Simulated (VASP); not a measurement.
Wanted: the native input for a VASP 6.6.1 run.

```
Task                   : single point
Functional             : PBE
Potentials or basis    : VASP PAW PBE potentials, release 64 (Cu, O)
Cutoff                 : 520 eV
k mesh                 : 6 × 6 × 4
Occupations            : gaussian, width 0.1 eV
Spin                   : no spin polarisation
Dipole correction      : no
Further INCAR settings : ALGO = Normal; EDIFF = 1e-07; NBANDS = 25
```

The structure of CuO lies in POSCAR:

```
CuO
1.0
    2.9454059815     -0.0093117106     -0.0024812283
    0.0306560474      2.9454874815     -0.0024603959
    0.0133796645      0.0132228758      5.1566744156
Cu O
2 2
Direct
    0.5000000000      0.0000000000      0.5000000000
    0.0000000000      0.5000000000      0.0000000000
    0.0007274773      0.9992387560      0.2500046166
    0.9992725227      0.0007612440      0.7499953834
```

One way to write it, as run:

INCAR

```
  PREC = Accurate
  ENCUT = 520
  EDIFF = 1E-7
  ISMEAR = 0
  SIGMA = 0.1
  LREAL = False
  LASPH = True
  NELM = 80
  ALGO = Normal
  ISIF = 2
  LWAVE = False
  LCHARG = True
  GGA = PE
  LELF = True
  LVHAR = True
  NBANDS = 25
```

KPOINTS

```
Automatic mesh
0
Gamma
  6 6 4
```

Potentials or basis: VASP PAW PBE potentials, release 64 (Cu, O).

Launch:

```bash
$ cat potpaw_PBE.64/Cu/POTCAR potpaw_PBE.64/O/POTCAR > POTCAR
$ mpirun -np 1 vasp_std > vasp.out
```

It gave:

```json
{
 "Pressure": "0.7 GPa",
 "Band gap on the k mesh": "zero (bands 17 and 18 overlap by 1.18 eV)"
}
```

Caveat: semilocal functionals often make such compounds metallic where correlation or magnetic order opens a gap, which also shifts bond lengths.

It took 50 s on 1 thread of AMD EPYC 9R45 96-Core Processor (Zen 5) (shared host), peak memory 0.17 GiB.
